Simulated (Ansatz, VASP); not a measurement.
**EuMnSbF in VASP and in Ansatz**

```
CELL_PARAMETERS angstrom
3.99987 0.00000 0.00000
0.00000 3.99987 0.00000
0.00000 0.00000 9.26305
ATOMIC_POSITIONS crystal
Eu 0.50000 0.00000 0.15628
Eu 0.00000 0.50000 0.84372
Mn 0.00000 0.00000 0.50000
Mn 0.50000 0.50000 0.50000
Sb 0.00000 0.50000 0.32446
Sb 0.50000 0.00000 0.67554
F 0.50000 0.50000 0.00000
F 0.00000 0.00000 0.00000
```

Alike in both runs: functional PBEsol; k mesh 8 × 8 × 4; occupations gaussian, width 0.05 eV; collinear spin.

Ansatz relaxed the structure, and its values are those at the end. VASP's run is a single point on that final structure, the one shown.

|  | VASP | Ansatz |
| --- | --- | --- |
| version | VASP 6.6.1 | Ansatz 0.2.0 |
| potentials or method | VASP PAW PBE potentials, release 64 (Eu, Mn_pv, Sb, F), cutoff 600 eV | scalar-relativistic, plane waves, PAW |
| valence electrons in the cell | 84 | 108 |

|  | VASP | Ansatz | Ansatz less VASP |
| --- | --- | --- | --- |
| gap on the k mesh at the Fermi level (eV) | none | none | - |
| pressure (GPa) | -0.8 | 0.0 | +0.76 |
| rms of the force components (eV/Å) | 0.013 | 0.001 | -0.0112 |
| net moment per atom (μB) | 2.19 | 1.14 | -1.050 |
| size of the moment on the site where the two differ most (μB) | 2.12 | 2.28 | +0.162 |

The net moments are unlike, so the other rows may belong to different states. VASP's potentials were made for PBE, not for PBEsol. Site moments also hang on the region over which each program counts them. A gap of «none» marks a metal or a gap that the smearing closes. VASP's potentials hold 84 valence electrons a cell and Ansatz's 108, so a difference there can come from the potentials and not from the codes. Ansatz's warnings: seeded moment not kept.

Neither program's run includes spin-orbit coupling.
